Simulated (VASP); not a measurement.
# WS2 (P6_3/mmc) in VASP: a series of runs

WS2 is run at these levels: PBE; tasks: single point.

Program: VASP 6.6.1. These are calculated values, not measurements. Logs are shortened: lines on timing, memory, paths and dates and some standing lists are left out, and cuts for length are marked.

## (1) The cell of the first run

It takes space group P6_3/mmc (No. 194, hexagonal). Conventional cell: a = 3.188 Å, b = 3.188 Å, c = 14.857 Å, α = 90.00°, β = 90.00°, γ = 120.00°. Within 3.2 Å of W (site symmetry -6m2) lie 6 S at 2.42 Å and 6 W at 3.19 Å. Within 3.2 Å of S (site symmetry 3m) lie 3 W at 2.42 Å and 7 S at 3.14 to 3.19 Å.

## (2) Single point, PBE

The input, INCAR:

```
SYSTEM = WS2
PREC = Accurate
ENCUT = 520
EDIFF = 1E-7
ISMEAR = 0
SIGMA = 0.05
LREAL = .False.
LASPH = .True.
NELM = 100
ALGO = Normal
ISIF = 2
LWAVE = .False.
LCHARG = .True.
GGA = PE
LELF = .True.
LVHAR = .True.
NBANDS = 35
```

The input, KPOINTS:

```
Automatic mesh
0
Gamma
  10 10 2
  0 0 0
```

The input, POSCAR:

```
WS2
1.0
    3.1878273111      0.0000000001      0.0000000000
   -1.5939136556      2.7607394343      0.0000000000
    0.0000000000      0.0000000000     14.8571278143
W S
2 4
Direct
    0.3333333333      0.6666666667      0.2500000000
    0.6666666667      0.3333333333      0.7500000000
    0.3333333333      0.6666666667      0.6442570267
    0.6666666667      0.3333333333      0.1442570267
    0.3333333333      0.6666666667      0.8557429733
    0.6666666667      0.3333333333      0.3557429733
```

Potentials or basis: VASP PAW PBE potentials, release 64 (W_sv, S).

Started as:

```bash
cat potpaw_PBE.64/W_sv/POTCAR potpaw_PBE.64/S/POTCAR > POTCAR
mpirun -np 1 vasp_std > vasp.out
```

OUTCAR:

```text
SYSTEM = WS2
   PREC = Accurate
   ENCUT = 520
   EDIFF = 1E-7
   ISMEAR = 0
   LREAL = .False.
   LASPH = .True.
   NELM = 100
   ISIF = 2
   GGA = PE

 ion  position               nearest neighbor table
   1  0.333  0.667  0.250-   4 2.42   6 2.42   4 2.42   6 2.42   4 2.42   6 2.42
   2  0.667  0.333  0.750-   3 2.42   5 2.42   3 2.42   5 2.42   3 2.42   5 2.42
   3  0.333  0.667  0.644-   2 2.42   2 2.42   2 2.42
   4  0.667  0.333  0.144-   1 2.42   1 2.42   1 2.42
   5  0.333  0.667  0.856-   2 2.42   2 2.42   2 2.42
   6  0.667  0.333  0.356-   1 2.42   1 2.42   1 2.42

  LATTYP: Found a hexagonal cell.
 ALAT       =     3.1878273111
 C/A-ratio  =     4.6605811308

  Lattice vectors:

 A1 = (   3.1878273111,   0.0000000001,   0.0000000000)
 A2 = (  -1.5939136556,   2.7607394343,   0.0000000000)
 A3 = (   0.0000000000,   0.0000000000,  14.8571278143)

Analysis of symmetry for initial positions (statically):
=====================================================================
 Subroutine PRICEL returns:
 Original cell was already a primitive cell.

 Routine SETGRP: Setting up the symmetry group for a
 hexagonal supercell.

 Subroutine GETGRP returns: Found 24 space group operations
 (whereof 12 operations were pure point group operations)
 out of a pool of 24 trial point group operations.

The static configuration has the point symmetry D_3d.
 The point group associated with its full space group is D_6h.

Analysis of symmetry for dynamics (positions and initial velocities):
=====================================================================
 Subroutine PRICEL returns:
 Original cell was already a primitive cell.

 Routine SETGRP: Setting up the symmetry group for a
 hexagonal supercell.

 Subroutine GETGRP returns: Found 24 space group operations
 (whereof 12 operations were pure point group operations)
 out of a pool of 24 trial point group operations.

The dynamic configuration has the point symmetry D_3d.
 The point group associated with its full space group is D_6h.

 Subroutine INISYM returns: Found 24 space group operations
 (whereof 12 operations are pure point group operations),
 and found     1 'primitive' translations

----------------------------------------------------------------------------------------

                                     Primitive cell

[... 94 lines left out ...]
   LSORBIT =      F    spin-orbit coupling
   LASPH  =      T    aspherical Exc in radial PAW
   ENCUT  =  520.0 eV  38.22 Ry    6.18 a.u.   5.93  5.93 27.62*2*pi/ulx,y,z
   NELM   =    100;   NELMIN=  2; NELMDL= -5     # of ELM steps
   EDIFF  = 0.1E-06   stopping-criterion for ELM
   LREAL  =      F    real-space projection
   EDIFFG = 0.1E-05   stopping-criterion for IOM
   NSW    =      0    number of steps for IOM
   IBRION =     -1    ionic relax: 0-MD 1-quasi-New 2-CG
   NFREE  =      0    steps in history (QN), initial steepest desc. (CG)
   ISIF   =      2    stress and relaxation
   ISYM   =      2    0-nonsym 1-usesym 2-fastsym
   POTIM  = 0.5000    time-step for ionic-motion
   TEBEG  =    0.0;   TEEND  =   0.0 temperature during run
   PSTRESS=    0.0 pullay stress
   NELECT =      52.0000    total number of electrons
   NUPDOWN=      -1.0000    fix difference up-down
   EMIN   =  10.00;   EMAX   =-10.00  energy-range for DOS
   EFERMI =   0.00;   METHOD = LEGACY
   ISMEAR =     0;   SIGMA  =   0.05  broadening in eV -4-tet -1-fermi 0-gaus
   EFERMI_NEDOS =   21; number of points for ismear=-14 and -15
   IALGO  =     38    algorithm
   IMIX   =      4    mixing-type and parameters
     AMIX     =   0.40;   BMIX     =  1.00
     AMIX_MAG =   1.60;   BMIX_MAG =  1.00
  volume/ion in A,a.u.               =      21.79       147.06
  Fermi-wavevector in a.u.,A,eV,Ry     =   1.203901  2.275044 19.719993  1.449379
  Thomas-Fermi vector in A             =   2.339642
   LORBIT       =      0    0 simple, 1 ext, 2 COOP (PROOUT), +10 PAW based schemes
   GGA     = PE    functional components
   LHFCALC =     F    Hartree Fock is set to
   AEXX    =    0.0000 exact exchange contribution
   IVDW    =     0    specifies the selected vdW correction
   LEPSILON=     F    determine dielectric tensor
   LRPA    =     F    only Hartree local field effects (RPA)
 non-spin polarized calculation
 Gauss-broadening in eV      SIGMA  =   0.05
  energy-cutoff  :      520.00
  volume of cell :      130.75
 maximum number of plane-waves:      3560
 NGX is ok and might be reduce to    24
   NGX = 11   NGY = 11   NGZ = 55

 number of electron      52.0000001 magnetization

 Free energy of the ion-electron system (eV)
  ---------------------------------------------------
  ext. energy  EPLUGINS =         0.00000000
  ---------------------------------------------------
  free energy    TOTEN  =       -47.36411392 eV

  energy without entropy =      -47.36411392  energy(sigma->0) =      -47.36411392

 E-fermi :   5.1332     XC(G=0):  -9.5006

 val. band max:        4.6906186029   @ k =   0.0000   0.0000   0.0000
 cond. band min:       6.4751390171   @ k =   0.2000   0.1000   0.0000
 fundamental gap:      1.7845204142
 Fermi energy:         5.1331595977

 k-point     1 :       0.0000    0.0000    0.0000
  band No.  band energies     occupation
      1     -69.5239      2.00000
      2     -69.5239      2.00000
      3     -33.7518      2.00000
      4     -33.7518      2.00000
      5     -33.6081      2.00000
      6     -33.6081      2.00000
[... 901 lines left out ...]
     34       9.0014      0.00000
     35      10.1219      0.00000

 [... further k-points ...]
[... 5 lines left out ...]
  --------------------------------------------------------------------------------------
  -------------------------------------------------------------------------------------
  Total       -0.0323043     -0.0323043     -0.0338961     -0.0000000     -0.0000000      0.0000000
  in kB       -0.3958360     -0.3958360     -0.4153410     -0.0000000     -0.0000000      0.0000000
  external PRESSURE =      -0.4023377 kB  Pullay stress =       0.0000000 kB

 VOLUME and BASIS-vectors are now :
 -----------------------------------------------------------------------------
  energy-cutoff  :      520.00
  volume of cell :      130.75
      direct lattice vectors                 reciprocal lattice vectors
     3.187827311  0.000000000  0.000000000     0.313693278  0.181110899  0.000000000
    -1.593913656  2.760739434  0.000000000    -0.000000000  0.362221797  0.000000000
     0.000000000  0.000000000 14.857127814     0.000000000  0.000000000  0.067307760

 POSITION                                       TOTAL-FORCE (eV/Angst)
 -----------------------------------------------------------------------------------
     -0.00000      1.84049      3.71428         0.000000      0.000000     -0.000000
      1.59391      0.92025     11.14285         0.000000     -0.000000     -0.000000
     -0.00000      1.84049      9.57181         0.000000      0.000000     -0.003505
      1.59391      0.92025      2.14325        -0.000000     -0.000000     -0.003505
     -0.00000      1.84049     12.71388        -0.000000      0.000000      0.003505
      1.59391      0.92025      5.28532        -0.000000     -0.000000      0.003505
 -----------------------------------------------------------------------------------
    total drift:                                0.000000     -0.000000      0.000000

  FREE ENERGIE OF THE ION-ELECTRON SYSTEM (eV)
  ---------------------------------------------------
  free  energy   TOTEN  =       -47.3641139200 eV

  energy  without entropy=      -47.3641139200  energy(sigma->0) =      -47.36411392
```

OSZICAR:

```text
N       E                     dE             d eps       ncg     rms          rms(c)
DAV:   1     0.508307058355E+03    0.50831E+03   -0.28215E+04  2184   0.144E+03
DAV:   2    -0.170056625683E+02   -0.52531E+03   -0.50664E+03  2312   0.391E+02
DAV:   3    -0.492960679051E+02   -0.32290E+02   -0.31801E+02  2442   0.929E+01
DAV:   4    -0.501660177955E+02   -0.86995E+00   -0.86591E+00  2407   0.160E+01
DAV:   5    -0.501894081633E+02   -0.23390E-01   -0.23366E-01  2382   0.273E+00    0.367E+01
DAV:   6    -0.477402240205E+02    0.24492E+01   -0.89213E+00  2249   0.197E+01    0.157E+01
DAV:   7    -0.474995181773E+02    0.24071E+00   -0.24973E+00  2233   0.836E+00    0.654E+00
DAV:   8    -0.473643853538E+02    0.13513E+00   -0.36890E-01  2274   0.418E+00    0.182E+00
DAV:   9    -0.473661276729E+02   -0.17423E-02   -0.46193E-02  2342   0.110E+00    0.101E+00
DAV:  10    -0.473644435242E+02    0.16841E-02   -0.19887E-02  2318   0.902E-01    0.301E-01
DAV:  11    -0.473640404942E+02    0.40303E-03   -0.30276E-03  2100   0.322E-01    0.155E-01
DAV:  12    -0.473640555614E+02   -0.15067E-04   -0.17861E-04  2504   0.665E-02    0.413E-02
DAV:  13    -0.473641073465E+02   -0.51785E-04   -0.56889E-05  2059   0.408E-02    0.457E-02
DAV:  14    -0.473641126042E+02   -0.52577E-05   -0.20504E-05  2208   0.247E-02    0.173E-02
DAV:  15    -0.473641136918E+02   -0.10876E-05   -0.41036E-06  2132   0.128E-02    0.357E-03
DAV:  16    -0.473641139084E+02   -0.21657E-06   -0.48492E-07  2122   0.323E-03    0.371E-03
DAV:  17    -0.473641139200E+02   -0.11673E-07   -0.57390E-08  1220   0.152E-03
   1 F= -.47364114E+02 E0= -.47364114E+02  d E =-.134287E-37
```

stdout:

```text
POSCAR found type information on POSCAR W S
 POSCAR found :  2 types and       6 ions
 scaLAPACK will be used
 LDA part: xc-table for (Slater+PW92), standard interpolation
 POSCAR, INCAR and KPOINTS ok, starting setup
 FFT: planning ... GRIDC
 FFT: planning ... GRID_SOFT
 FFT: planning ... GRID
 WAVECAR not read
 entering main loop
```

It took 50 s on 1 thread of Intel Xeon 6975P-C (Granite Rapids), shared host; peak memory 0.29 GiB.

Results:

| Item | Value |
| --- | --- |
| Free energy | -47.3641 eV |
| Pressure | 0.0 GPa |
| Largest force | 0.004 eV/Å |
| Band gap on the k mesh | 1.78 eV, indirect (least direct gap 2.14 eV) |

Forces in eV/Å, atoms in the order of the input:
```
W    0.000  0.000  0.000
W    0.000  0.000  0.000
S    0.000  0.000 -0.004
S    0.000  0.000 -0.004
S    0.000  0.000  0.004
S    0.000  0.000  0.004
```

Levels at points of the mesh, in eV from the valence-band top:
```csv
k point,band 24,band 25,band 26,band 27,band 28,band 29
"(0.00, 0.00, 0.00)",-1.79,-0.41,0.00,2.70,2.70,2.70
"(0.50, 0.00, 0.00)",-1.44,-1.11,-1.09,2.66,2.66,3.08
"(0.00, 0.00, 0.50)",-1.79,-0.18,-0.18,2.70,2.70,2.70
"(0.50, 0.00, 0.50)",-1.45,-1.10,-1.10,2.66,2.66,3.11
```

Caveat: spin-orbit coupling is left out, which moves the levels of the heavy elements; this functional lacks dispersion, which binds the layers, so the pressure and a relaxed spacing across them are unreliable. A k mesh can miss the band edges.

## (3) Single point, PBE, collinear spin, ferromagnetic start (volume scaled by 0.945)

The input, INCAR:

```
SYSTEM = WS2
PREC = Accurate
ENCUT = 520
EDIFF = 1E-7
ISMEAR = 0
SIGMA = 0.05
LREAL = .False.
LASPH = .True.
NELM = 150
ALGO = Normal
ISIF = 2
LWAVE = .False.
LCHARG = .True.
ISPIN = 2
MAGMOM = 0.05 0.05 0 0 0 0
LORBIT = 11
LMAXMIX = 4
GGA = PE
LELF = .True.
LVHAR = .True.
NBANDS = 39
```

The input, KPOINTS:

```
regular mesh
0
Gamma
  10 10 2
  0 0 0
```

The input, POSCAR:

```
WS2
1.0
    3.1871290339      0.0000000001      0.0000000000
   -1.5935645170      2.7601347084      0.0000000000
    0.0000000000      0.0000000000     14.0461385798
W S
2 4
Direct
    0.3333333333      0.6666666667      0.2500000000
    0.6666666667      0.3333333333      0.7500000000
    0.3333333333      0.6666666667      0.6381818060
    0.6666666667      0.3333333333      0.1381818060
    0.3333333333      0.6666666667      0.8618181940
    0.6666666667      0.3333333333      0.3618181940
```

Potentials or basis: VASP PAW PBE potentials, release 64 (W_sv, S).

Started as:

```bash
cat potpaw_PBE.64/W_sv/POTCAR potpaw_PBE.64/S/POTCAR > POTCAR
mpirun -np 1 vasp_std > vasp.out
```

Run time: 1.7 min. Hardware: 1 thread of Intel Xeon 6975P-C (Granite Rapids), shared host; peak memory 0.4 GiB.

Results (log left out):

```
Free energy                                           : -47.3611 eV
Pressure                                              : 0.1 GPa
Largest force                                         : 0.010 eV/Å
Band gap on the k mesh                                : 1.63 eV, indirect (least direct gap 2.13 eV)
Net moment                                            : 0.00 μB per cell
Valence electrons inside the program's atomic spheres : W 11.99; S 3.72
```

Forces on the atoms (eV/Å):
```
W    0.000  0.000  0.000
W    0.000  0.000  0.000
S    0.000  0.000 -0.010
S    0.000  0.000 -0.010
S    0.000  0.000  0.010
S    0.000  0.000  0.010
```

Stress tensor (GPa, compression positive):
```
0.08 0.00 0.00
0.00 0.08 0.00
0.00 0.00 0.19
```

Levels at points of the mesh, in eV from the valence-band top:
Spin up:
| k point | band 23 | band 24 | band 25 | band 26 | band 27 | band 28 | band 29 | band 30 |
| --- | --- | --- | --- | --- | --- | --- | --- | --- |
| (0.00, 0.00, 0.00) | -1.89 | -1.89 | -0.59 | 0.00 | 2.59 | 2.59 | 2.60 | 2.60 |
| (0.50, 0.00, 0.00) | -1.57 | -1.54 | -1.22 | -1.19 | 2.56 | 2.56 | 2.96 | 3.05 |
| (0.00, 0.00, 0.50) | -1.89 | -1.89 | -0.23 | -0.23 | 2.59 | 2.59 | 2.59 | 2.59 |
| (0.50, 0.00, 0.50) | -1.56 | -1.56 | -1.21 | -1.21 | 2.56 | 2.56 | 3.01 | 3.01 |
Spin down:
| k point | band 24 | band 25 | band 26 | band 27 | band 28 | band 29 |
| --- | --- | --- | --- | --- | --- | --- |
| (0.00, 0.00, 0.00) | -1.89 | -0.59 | 0.00 | 2.59 | 2.59 | 2.60 |
| (0.50, 0.00, 0.00) | -1.54 | -1.22 | -1.19 | 2.56 | 2.56 | 2.96 |
| (0.00, 0.00, 0.50) | -1.89 | -0.23 | -0.23 | 2.59 | 2.59 | 2.59 |
| (0.50, 0.00, 0.50) | -1.56 | -1.21 | -1.21 | 2.56 | 2.56 | 3.01 |

Caveat: spin-orbit coupling is left out, which moves the levels of the heavy elements; this functional lacks dispersion, which binds the layers, so the pressure and a relaxed spacing across them are unreliable. A k mesh can miss the band edges.
